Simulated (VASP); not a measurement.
# Zn (Fm-3m) in VASP: settings compared, part 3 of 3

VASP 6.6.1.

## (6) Single point, PBE exchange alone, non-collinear spin, typed start

Contents of INCAR:

```
  PREC = Accurate
  ENCUT = 500
  EDIFF = 1E-6
  ISMEAR = -1
  SIGMA = 0.05
  LREAL = False
  LASPH = True
  NELM = 200
  ALGO = Normal
  ISIF = 2
  LWAVE = False
  LCHARG = False
  LNONCOLLINEAR = True
  MAGMOM = 0 0 0.5
  LORBIT = 11
  GGA = PE
  ALDAC = 0.0
  AGGAC = 0.0
  NBANDS = 23
  GGA_COMPAT = False
```

Contents of KPOINTS:

```
regular mesh
0
Gamma
  12 12 12
```

Contents of POSCAR:

```
Zn
1.0
    0.0000000000      1.9647760000      1.9647760000
    1.9647760000      0.0000000000      1.9647760000
    1.9647760000      1.9647760000      0.0000000000
Zn
1
Direct
    0.0000000000      0.0000000000      0.0000000000
```

Potentials or basis: VASP PAW PBE potentials, release 64 (Zn).

Run with:

```bash
> cat potpaw_PBE.64/Zn/POTCAR > POTCAR
> mpirun -np 1 vasp_ncl > vasp.out
```

OUTCAR:

```text
PREC = Accurate
   ENCUT = 500
   EDIFF = 1E-6
   ISMEAR = -1
   LREAL = False
   LASPH = True
   NELM = 200
   ISIF = 2
   LNONCOLLINEAR = True
   LORBIT = 11
   GGA = PE

 ion  position               nearest neighbor table
   1  0.000  0.000  0.000-

  LATTYP: Found a face centered cubic cell.
 ALAT       =     3.9295520000

  Lattice vectors:

 A1 = (   0.0000000000,   1.9647760000,   1.9647760000)
 A2 = (   1.9647760000,   0.0000000000,   1.9647760000)
 A3 = (   1.9647760000,   1.9647760000,   0.0000000000)

Analysis of symmetry for initial positions (statically):
=====================================================================
 Subroutine PRICEL returns:
 Original cell was already a primitive cell.

 Routine SETGRP: Setting up the symmetry group for a
 face centered cubic supercell.

 Subroutine GETGRP returns: Found 48 space group operations
 (whereof 48 operations were pure point group operations)
 out of a pool of 48 trial point group operations.

The static configuration has the point symmetry O_h .

Analysis of symmetry for dynamics (positions and initial velocities):
=====================================================================
 Subroutine PRICEL returns:
 Original cell was already a primitive cell.

 Routine SETGRP: Setting up the symmetry group for a
 face centered cubic supercell.

 Subroutine GETGRP returns: Found 48 space group operations
 (whereof 48 operations were pure point group operations)
 out of a pool of 48 trial point group operations.

The dynamic configuration has the point symmetry O_h .

Analysis of structural, dynamic, and magnetic symmetry:
=====================================================================
 Subroutine PRICEL returns:
 Original cell was already a primitive cell.

 Routine SETGRP: Setting up the symmetry group for a
 face centered cubic supercell.

 Subroutine GETGRP returns: Found  8 space group operations
 (whereof  8 operations were pure point group operations)
 out of a pool of 48 trial point group operations.
[... 128 lines left out ...]
   LEPSILON=     F    determine dielectric tensor
   LRPA    =     F    only Hartree local field effects (RPA)
  energy-cutoff  :      500.00
  volume of cell :       15.17
 maximum number of plane-waves:       794
   NGX = 11   NGY = 11   NGZ = 11

 number of electron      12.0000000 magnetization       0.0000000      0.0000000      0.5000000

 number of electron      11.9999991 magnetization      -0.0000000     -0.0000000     -0.1230303

 number of electron      11.9999991 magnetization       0.0000000     -0.0000000     -0.0004155

 number of electron      11.9999991 magnetization      -0.0000000      0.0000000      0.0002914

 Free energy of the ion-electron system (eV)
  ---------------------------------------------------
  ext. energy  EPLUGINS =         0.00000000
  ---------------------------------------------------
  free energy    TOTEN  =         0.43218954 eV

  energy without entropy =        0.43561260  energy(sigma->0) =        0.43390107

 E-fermi :   4.6443     XC(G=0):  -9.9276

 val. band max:        4.6433026723   @ k =   0.0000   0.0833  -0.4167
 cond. band min:       4.7635596511   @ k =  -0.2500   0.3333  -0.1667
 fundamental gap:      0.1202569788
 Fermi energy:         4.6442941189

 k-point     1 :       0.0000    0.0000    0.0000
  band No.  band energies     occupation
      1      -5.6531      1.00000
      2      -5.6523      1.00000
      3      -2.9717      1.00000
      4      -2.9717      1.00000
      5      -2.9717      1.00000
      6      -2.9717      1.00000
[... 613 lines left out ...]
     22      25.2170      0.00000
     23      26.3110      0.00000

 [... further k-points ...]
[... 5 lines left out ...]
  --------------------------------------------------------------------------------------
  -------------------------------------------------------------------------------------
  Total        1.4625033      1.4625033      1.4625041      0.0000001      0.0000000      0.0000000
  in kB      154.4679218    154.4679218    154.4680116      0.0000064      0.0000000      0.0000000
  external PRESSURE =     154.4679517 kB  Pullay stress =       0.0000000 kB

 VOLUME and BASIS-vectors are now :
 -----------------------------------------------------------------------------
  energy-cutoff  :      500.00
  volume of cell :       15.17
      direct lattice vectors                 reciprocal lattice vectors
     0.000000000  1.964776000  1.964776000    -0.254481936  0.254481936  0.254481936
     1.964776000  0.000000000  1.964776000     0.254481936 -0.254481936  0.254481936
     1.964776000  1.964776000  0.000000000     0.254481936  0.254481936 -0.254481936

 POSITION                                       TOTAL-FORCE (eV/Angst)
 -----------------------------------------------------------------------------------
      0.00000      0.00000      0.00000         0.000000      0.000000      0.000000
 -----------------------------------------------------------------------------------
    total drift:                               -0.000000     -0.000000     -0.000000

  FREE ENERGIE OF THE ION-ELECTRON SYSTEM (eV)
  ---------------------------------------------------
  free  energy   TOTEN  =         0.4321895444 eV

  energy  without entropy=        0.4356125986  energy(sigma->0) =        0.43390107

 total charge

# of ion       s       p       d       tot
------------------------------------------
    1        0.628   0.422   9.734  10.784

 magnetization (x)

# of ion       s       p       d       tot
------------------------------------------
    1        0.000   0.000   0.000   0.000

 magnetization (y)

# of ion       s       p       d       tot
------------------------------------------
    1        0.000   0.000   0.000   0.000

 magnetization (z)

# of ion       s       p       d       tot
------------------------------------------
    1        0.000   0.000  -0.000   0.000
```

OSZICAR:

```text
N       E                     dE             d eps       ncg     rms          rms(c)
DAV:   1     0.652405059335E+02    0.65241E+02   -0.57573E+03 11932   0.161E+03
DAV:   2     0.445385397890E+01   -0.60787E+02   -0.56612E+02 11524   0.278E+02
DAV:   3     0.365736468404E+00   -0.40881E+01   -0.40688E+01 12771   0.720E+01
DAV:   4     0.337786847959E+00   -0.27950E-01   -0.27945E-01 12709   0.634E+00
DAV:   5     0.337755070748E+00   -0.31777E-04   -0.31777E-04 13730   0.199E-01    0.438E+00
DAV:   6     0.429543566638E+00    0.91788E-01   -0.49697E-01 13064   0.187E+01    0.240E+00
DAV:   7     0.430463514271E+00    0.91995E-03   -0.21435E-02 13024   0.274E+00    0.121E+00
DAV:   8     0.431754792871E+00    0.12913E-02   -0.19600E-03 12371   0.495E-01    0.559E-01
DAV:   9     0.432238527879E+00    0.48374E-03   -0.35086E-04 12987   0.268E-01    0.759E-02
DAV:  10     0.432208531820E+00   -0.29996E-04   -0.48914E-05 12898   0.845E-02    0.236E-02
DAV:  11     0.432189960092E+00   -0.18572E-04   -0.28680E-05 13116   0.712E-02    0.891E-03
DAV:  12     0.432189544400E+00   -0.41569E-06   -0.23549E-06 12429   0.240E-02
   1 F= 0.43218954E+00 E0= 0.43390107E+00  d E =-.342305E-02  mag=     0.0000    -0.0000    -0.0001
```

stdout:

```text
POSCAR found type information on POSCAR Zn
 POSCAR found :  1 types and       1 ions
 scaLAPACK will be used
 LDA part: xc-table for (Slater+PW92), standard interpolation
 POSCAR, INCAR and KPOINTS ok, starting setup
 FFT: planning ... GRIDC
 FFT: planning ... GRID_SOFT
 FFT: planning ... GRID
 WAVECAR not read
 entering main loop
```

Run time: 82 s. Hardware: 1 thread of AMD EPYC 9R45 (Zen 5), shared host; peak memory 0.21 GiB.

What came out:

- Free energy: 0.4322 eV
- Pressure: 15.4 GPa
- Band gap on the k mesh: zero (band 12 reaches 6.97 eV, above the bottom of band 13 at 3.22 eV)
- Net moment: 0.00 μB per cell
- Valence electrons inside the program's atomic spheres: Zn 10.78

Levels at points of the mesh, in eV from the Fermi level:
| k point | band 10 | band 11 | band 12 | band 13 | band 14 | band 15 |
| --- | --- | --- | --- | --- | --- | --- |
| (0.00, 0.00, 0.00) | -7.24 | -7.24 | -7.24 | 18.12 | 18.12 | 18.12 |
| (0.50, 0.00, 0.00) | -6.95 | -2.75 | -2.75 | -1.43 | -1.43 | 15.09 |
| (0.50, 0.50, 0.00) | -6.87 | -0.91 | -0.91 | 1.70 | 1.70 | 8.41 |
| (0.00, 0.50, 0.50) | -6.87 | -0.91 | -0.91 | 1.70 | 1.70 | 8.41 |

Moments on the atoms (μB; x, y, z):
```
Zn  0.00 0.00 0.00
```

## (7) Overview

```tsv
task	level	spin	cell	cutoff (eV)	smearing	gap on the mesh (eV)	pressure (GPa)	relaxed volume (Å³/atom)
relaxation of cell and atoms	PBEsol+D3(BJ)	off	relaxed from a = 2.779 Å, angles 60.0°, 1 atom	600	fermi-dirac 0.05 eV	none	0.1	13.47
relaxation of cell and atoms	RPBE+D3(BJ)	off	relaxed from a = 2.779 Å, angles 60.0°, 1 atom	600	fermi-dirac 0.05 eV	none	0.1	12.08
single point	PBEsol	off	a = 2.663 Å, angles 60.0°, 1 atom	500	methfessel-paxton 0.05 eV	none	6.0	-
single point	BLYP	off	a = 2.779 Å, angles 60.0°, 1 atom	500	tetrahedron	none	6.3	-
single point	PBE exchange alone	non-collinear, typed start	a = 2.779 Å, angles 60.0°, 1 atom	500	fermi-dirac 0.05 eV	none	15.4	-
```

Alike in all rows: potentials or basis VASP PAW PBE potentials, release 64 (Zn); k mesh 12 × 12 × 12.

Caveats: the PAW data sets were made with another functional, which shifts forces and pressure a little (some runs); pairwise dispersion overbinds metals, which lowers pressure and volume (some runs); the volume moved by over 15 % at a fixed basis, so the end points are rough (some runs).

Total energies depend on the potentials used, so only differences within one code and one set of settings carry meaning.
